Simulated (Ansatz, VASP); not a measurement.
Two plane-wave programs on SrO

The input POSCAR:

```
SrO
1.0
    0.0000000000      2.5156530076      2.5156530076
    2.5156530076      0.0000000000      2.5156530076
    2.5156530076      2.5156530076      0.0000000000
Sr O
1 1
Direct
    0.0000000000      0.0000000000      0.0000000000
    0.5000000000      0.5000000000      0.5000000000
```

The input INCAR.step1:

```
SYSTEM = SrO
PREC = Accurate ; ENCUT = 520
ISMEAR = 0 ; SIGMA = 0.01
LREAL = .FALSE. ; LASPH = .TRUE.
NELM = 60 ; NBANDS = 15
GGA = PE ; ALGO = Normal
EDIFF = 1E-4 ; LWAVE = .TRUE.
LCHARG = .FALSE.
```

Contents of INCAR.step2:

```
SYSTEM = SrO
PREC = Accurate ; ENCUT = 520
EDIFF = 1E-7 ; ISMEAR = 0
SIGMA = 0.01 ; LREAL = .FALSE.
LASPH = .TRUE. ; NELM = 60
ALGO = Normal ; ISIF = 2
LWAVE = .FALSE. ; LCHARG = .FALSE.
METAGGA = R2SCAN ; LMIXTAU = .TRUE.
NBANDS = 15 ; ISTART = 1
```

KPOINTS

```
regular mesh
0
G
  8 8 8
  0 0 0
```

Input for Ansatz:

```yaml
crystal:
  lattice:
    - [0.0, 2.5156530076, 2.5156530076]
    - [2.5156530076, 0.0, 2.5156530076]
    - [2.5156530076, 2.5156530076, 0.0]
  atoms:
    - { symbol: Sr, position: [0.0, 0.0, 0.0] }
    - { symbol: O, position: [0.5, 0.5, 0.5] }
kpoints:
  mp_grid: { grid: [8, 8, 8] }
  band_path:
    path:
      - [0.0, 0.0, 0.0]
      - [0.5, 0.0, 0.5]
      - [0.625, 0.25, 0.625]
      - [0.375, 0.375, 0.75]
      - [0.5, 0.5, 0.5]
      - [0.5, 0.25, 0.75]
      - [0.0, 0.5, 0.5]
    npoints: 1
hamiltonian:
  xc: r2scan
scf:
  occupations: { method: fixed }
  n_extra_bands: 4
output:
  forces: true
  stress: true
  eigenvalues: true
```

Change from the starting cell: hydrostatic strain -2.5%.

Alike in both runs: task single point; functional r2SCAN; k mesh 8 × 8 × 8; no spin polarisation.

```csv
,VASP,Ansatz
version,VASP 6.6.1,Ansatz 0.2.0
potentials or method,"VASP PAW PBE potentials, release 64 (Sr_sv, O)","plane waves, PAW"
plane-wave cutoff (eV),520,500
occupations,"gaussian, width 0.01 eV",fixed
valence electrons in the cell,16,16
```

```csv
,VASP,Ansatz,Ansatz less VASP
gap on the k mesh at the Fermi level (eV),3.70,3.76,+0.061
pressure (GPa),9.1,8.4,-0.75
```

VASP's potentials were made for PBE, not for r2SCAN.
